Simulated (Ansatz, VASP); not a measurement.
Two plane-wave programs on Li2WO3

The input INCAR:

```
  PREC = Accurate
  ENCUT = 600
  EDIFF = 1E-6
  ISMEAR = 0
  SIGMA = 0.1
  LREAL = F
  LASPH = T
  NELM = 60
  ALGO = Normal
  ISIF = 3
  LWAVE = F
  LCHARG = F
  GGA = PE
  IBRION = 2
  NSW = 90
  EDIFFG = -0.04
```

Contents of KPOINTS:

```
Automatic mesh
0
Gamma
  6 6 6
```

The input POSCAR:

```
Li2WO3
1.0
    4.7610493800      0.0000000000      0.0000000000
   -2.3805246900      4.1231897100      0.0000000000
    0.0000000000      0.0000000000      3.3746038900
Li W O
2 1 3
Direct
    0.3333333300      0.6666666700      0.0000000000
    0.6666666700      0.3333333300      0.0000000000
    0.0000000000      0.0000000000      0.0000000000
    0.5000000000      0.0000000000      0.5000000000
    0.0000000000      0.5000000000      0.5000000000
    0.5000000000      0.5000000000      0.5000000000
```

Input for Ansatz:

```yaml
crystal:
  lattice:
    - [4.76104938, 0.0, 0.0]
    - [-2.38052469, 4.12318971, 0.0]
    - [0.0, 0.0, 3.37460389]
  atoms:
    - { symbol: Li, position: [0.33333333, 0.66666667, 0.0] }
    - { symbol: Li, position: [0.66666667, 0.33333333, 0.0] }
    - { symbol: W, position: [0.0, 0.0, 0.0] }
    - { symbol: O, position: [0.5, 0.0, 0.5] }
    - { symbol: O, position: [0.0, 0.5, 0.5] }
    - { symbol: O, position: [0.5, 0.5, 0.5] }
basis:
  ecutwfc: 420
kpoints:
  mp_grid: { grid: [6, 6, 6] }
hamiltonian:
  xc: pbe
scf:
  occupations: { method: gaussian, width: 0.1 }
  lower_state_search: "off"
output:
  forces: true
  stress: true
  eigenvalues: true
relax:
  adjacent_minimum: "off"
  f_tol: 0.04
  max_steps: 70
  cell: { stress_tol: 0.4 }
```

Change from the starting cell: species swapped into the NdAl2Pt3 type (P6/mmm, No. 191).

Alike in both runs: task relaxation of cell and atoms; functional PBE; k mesh 6 × 6 × 6; occupations gaussian, width 0.1 eV; no spin polarisation.

|  | VASP | Ansatz |
| --- | --- | --- |
| version | VASP 6.6.1 | Ansatz 0.2.0 |
| potentials or method | VASP PAW PBE potentials, release 64 (Li_sv, W_sv, O), cutoff 600 eV | scalar-relativistic, plane waves, PAW |
| valence electrons in the cell | 38 | 38 |

VASP gave:

- gap on the k mesh at the Fermi level, each at its own relaxed structure (eV): none
- relaxed volume (Å³/atom): 8.62
- relaxed cell length with the largest relative difference (Å): 2.594

What did Ansatz give for the same quantities?

gap on the k mesh at the Fermi level, each at its own relaxed structure (eV): none; relaxed volume (Å³/atom): 8.62; relaxed cell length with the largest relative difference (Å): 2.592.

A gap of «none» marks a metal or a gap that the smearing closes.

Spin-orbit coupling is off throughout. Noted on VASP's run: the cutoff is short for stress, so the pressure is rough; the volume moved by over 15 % at a fixed basis, so the end points are rough.
